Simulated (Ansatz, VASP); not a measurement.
# Two plane-wave programs on Zr

POSCAR

```
Zr
1.0
    3.2320000000      0.0000000000      0.0000000000
   -1.6160000000      2.7989941050      0.0000000000
    0.0000000000      0.0000000000      5.1470000000
Zr
2
Direct
    0.6666666667      0.3333333333      0.7500000000
    0.3333333333      0.6666666667      0.2500000000
```

The input INCAR.step1:

```
SYSTEM = Zr
  PREC = Accurate
  ENCUT = 520
  ISMEAR = -1
  SIGMA = 0.05
  LREAL = .False.
  LASPH = .True.
  NELM = 150
  LNONCOLLINEAR = .True.
  MAGMOM = 0 0 0 0 0 0
  LSORBIT = .True.
  GGA_COMPAT = .False.
  LMAXMIX = 4
  NBANDS = 36
  GGA = PE
  ALGO = Normal
  EDIFF = 1E-4
  LWAVE = .True.
  LCHARG = .False.
```

The input INCAR.step2:

```
SYSTEM = Zr
  PREC = Accurate
  ENCUT = 520
  EDIFF = 1E-6
  ISMEAR = -1
  SIGMA = 0.05
  LREAL = .False.
  LASPH = .True.
  NELM = 150
  ALGO = Normal
  ISIF = 2
  LWAVE = .False.
  LCHARG = .False.
  LNONCOLLINEAR = .True.
  MAGMOM = 0 0 0 0 0 0
  LORBIT = 11
  LSORBIT = .True.
  GGA_COMPAT = .False.
  LORBMOM = .True.
  LMAXMIX = 4
  METAGGA = R2SCAN
  LMIXTAU = .True.
  NBANDS = 36
  ISTART = 1
```

KPOINTS

```
Automatic mesh
0
Gamma
  7 7 4
  0 0 0
```

Contents of input.yaml:

```yaml
crystal:
  lattice:
    - [3.232, 0.0, 0.0]
    - [-1.616, 2.798994105, 0.0]
    - [0.0, 0.0, 5.147]
  atoms:
    - { symbol: Zr, position: [0.6666666667, 0.3333333333, 0.75] }
    - { symbol: Zr, position: [0.3333333333, 0.6666666667, 0.25] }
hamiltonian:
  xc: r2scan
  pseudopotentials: { kind: paw_fr }
magnetization:
  noncollinear: true
  spin_orbit: true
kpoints:
  mp_grid: { grid: [7, 7, 4] }
  band_path:
    path:
      - [[0.0, 0.0, 0.0], [0.5, 0.0, 0.0], [0.3333333333, 0.3333333333, 0.0], [0.0, 0.0, 0.0], [0.0, 0.0, 0.5], [0.5, 0.0, 0.5], [0.3333333333, 0.3333333333, 0.5], [0.0, 0.0, 0.5]]
      - [[0.5, 0.0, 0.5], [0.5, 0.0, 0.0]]
      - [[0.3333333333, 0.3333333333, 0.0], [0.3333333333, 0.3333333333, 0.5]]
    npoints: 14
scf:
  occupations: { method: fermi_dirac, width: 0.05 }
  n_extra_bands: 6
output:
  forces: true
  stress: true
  eigenvalues: true
  fatbands: true
```

Alike in both runs: functional r2SCAN; k mesh 7 × 7 × 4; occupations fermi-dirac, width 0.05 eV; non-collinear spin, spin-orbit coupling.

|  | VASP | Ansatz |
| --- | --- | --- |
| version | VASP 6.6.1 | Ansatz 0.2.0 |
| potentials or method | VASP PAW PBE potentials, release 64 (Zr_sv) | Ansatz PAW |
| plane-wave cutoff (eV) | 520 | 500 |
| valence electrons in the cell | 24 | 24 |
| task | single point | band structure |

|  | VASP | Ansatz | Ansatz less VASP |
| --- | --- | --- | --- |
| pressure (GPa) | 1.0 | 1.0 | +0.03 |
| traceless stress, the component that is largest in VASP (GPa) | -0.05 | -0.06 | -0.013 |
| net moment per atom (μB) | 0.00 | 0.00 | 0.000 |

VASP's potentials were made for PBE, not for r2SCAN. The functional is the same, so the differences come from potentials, cutoffs and numerics.
